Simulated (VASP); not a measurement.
AlB2P3:

```
Al B P
1.0
     4.25534    0.00000    0.00000
    -2.12767    3.68523    0.00000
     0.00000    0.00000    7.13894
Al B P
1 2 3
Direct
  0.00000 0.00000 0.00000
  0.33333 0.66667 0.50000
  0.66667 0.33333 0.50000
  0.33333 0.66667 0.00000
  0.66667 0.33333 0.00000
  0.00000 0.00000 0.50000
```

- Program: VASP 6.6.1
- Task: relaxation of cell and atoms
- Functional: PBE
- Potentials or basis: VASP PAW PBE potentials, release 64 (Al, B, P)
- Cutoff: 600 eV
- k mesh: 6 × 6 × 4
- Occupations: gaussian, width 0.1 eV
- Spin: no spin polarisation

At the start: pressure -7.7 GPa; volume 18.66 Å³/atom.

Question: How do energy, volume and symmetry change on relaxing?

Answer: Over 27 steps the energy falls by 604.9 meV/atom and the volume is 12.27 Å³/atom (-34.2 %); space group P6/mmm (No. 191, to 0.05 Å).

The path:
| step | energy change (eV) | largest force (eV/Å) | pressure (GPa) | volume (Å³) |
| --- | --- | --- | --- | --- |
| 1 | 0.0000 | 0.0000 | -7.74 | 111.95 |
| 2 | -0.3052 | 0.0000 | 0.55 | 97.96 |
| 3 | -0.3174 | 0.0000 | -0.57 | 100.00 |
| 4 | -0.3178 | 0.0000 | -0.76 | 100.35 |
| 5 | -0.4194 | 0.0000 | -0.75 | 97.53 |
| 6 | -0.8514 | 0.0000 | -0.66 | 89.07 |
| 7 | -2.5432 | 0.0000 | 6.45 | 72.07 |
| 8 | 76.4297 | 0.0000 | 686.99 | 37.79 |
| 9 | -2.5966 | 0.0000 | 7.02 | 71.41 |
| 10 | 0.9363 | 0.0000 | 83.57 | 54.65 |
| 11 | -2.7970 | 0.0000 | 9.10 | 69.36 |
| 12 | -2.8870 | 0.0000 | 21.44 | 63.69 |
| 13 | -2.9582 | 0.0000 | 16.56 | 65.65 |
| 14 | -2.9737 | 0.0000 | 17.05 | 65.41 |
| 15 | -2.9978 | 0.0000 | 18.53 | 64.68 |
| 16 | -2.9641 | 0.0000 | 23.43 | 63.17 |
| 17 | -3.0119 | 0.0000 | 19.27 | 64.35 |
| 18 | -3.0091 | 0.0000 | 21.12 | 63.77 |
| 19 | -3.0148 | 0.0000 | 20.03 | 64.08 |
| 20 | -3.0636 | 0.0000 | 19.11 | 64.39 |
| 21 | -3.1965 | 0.0000 | 16.53 | 65.31 |
| 22 | -3.4012 | 0.0000 | 12.07 | 67.17 |
| 23 | -3.5887 | 0.0000 | 4.76 | 70.96 |
| 24 | -3.6000 | 0.0000 | 3.18 | 71.99 |
| 25 | -3.6008 | 0.0000 | 2.54 | 72.40 |
| 26 | -3.6132 | 0.0000 | 1.84 | 72.70 |
| 27 | -3.6296 | 0.0000 | -0.32 | 73.61 |

Final structure:
```
Al B P
1.0
     4.38824    0.00000    0.00000
    -2.19412    3.80033    0.00000
     0.00000    0.00000    4.41414
Al B P
1 2 3
Direct
  0.00000 0.00000 0.00000
  0.33333 0.66667 0.50000
  0.66667 0.33333 0.50000
  0.33333 0.66667 0.00000
  0.66667 0.33333 0.00000
  0.00000 0.00000 0.50000
```

Caveat: the volume moved by over 15 % at a fixed basis, so the end points are rough.
